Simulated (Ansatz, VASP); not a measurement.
# One calculation of Cd, two programs

```xyz
3
Lattice="5.0761 0.0000 0.0000 -2.5381 4.3961 0.0000 0.0000 0.0000 3.0536" Properties=species:S:1:pos:R:3 pbc="T T T"
Cd    0.0000    0.0000    0.0000
Cd    0.0000    2.9307    1.5268
Cd    2.5381    1.4654    1.5268
```

Alike in both runs: task single point; functional PBE; k mesh 9 × 9 × 13; occupations fermi-dirac, width 0.1 eV; no spin polarisation.

```csv
,VASP,Ansatz
version,VASP 6.6.1,Ansatz 0.2.0
potentials or method,"VASP PAW PBE potentials, release 64 (Cd), cutoff 520 eV","plane waves (420 eV) with PAW, scalar-relativistic"
valence electrons in the cell,36,60
```

```csv
,VASP,Ansatz,Ansatz less VASP
pressure (GPa),1.9,1.7,-0.26
```

VASP's potentials hold 36 valence electrons a cell and Ansatz's 60, so a difference there can come from the potentials and not from the codes.
